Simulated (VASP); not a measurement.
A run of VASP 6.6.1 is set up as follows.

INCAR

```
  ALGO = Normal
  EDIFF = 1E-6
  ENCUT = 520
  ISIF = 2
  ISMEAR = -1
  LASPH = True
  LCHARG = True
  LELF = True
  LREAL = False
  LVHAR = True
  LWAVE = False
  NBANDS = 18
  NELM = 100
  PREC = Accurate
  SIGMA = 0.05
```

KPOINTS

```
k-points
0
Gamma
  12 12 6
```

File POSCAR:

```
Ta
1.0
    2.9669564710      0.0000000000      0.0000000000
   -1.4834782355      2.5694596758      0.0000000000
    0.0000000000      0.0000000000      4.8064694830
Ta
2
Direct
    0.2533333333      0.6266666667      0.1900000000
    0.7466666667      0.3733333333      0.8100000000
```

Potentials or basis: VASP PAW LDA potentials, release 64 (Ta_pv).

Launch:

```sh
$ cat potpaw_LDA.64/Ta_pv/POTCAR > POTCAR
$ mpirun -np 1 vasp_std > vasp.out
```

Task: What does it give for the band gap on the k mesh?

Result: Zero (bands 11 and 12 overlap by 1.34 eV).

Task: Estimate the pressure.

Result: 21.6 GPa.

Forces in eV/Å, atoms in the order of the input:
```
Ta   1.528  0.882  6.179
Ta  -1.528 -0.882 -6.179
```

Caveat: the cell differs from its parent crystal (shortest bond scaled by 0.76); the cell stands under pressure; spin-orbit coupling is left out, which moves the levels of the heavy elements; forces of over 1 eV/Å act on the atoms, so gaps and moduli don't describe the material at rest.
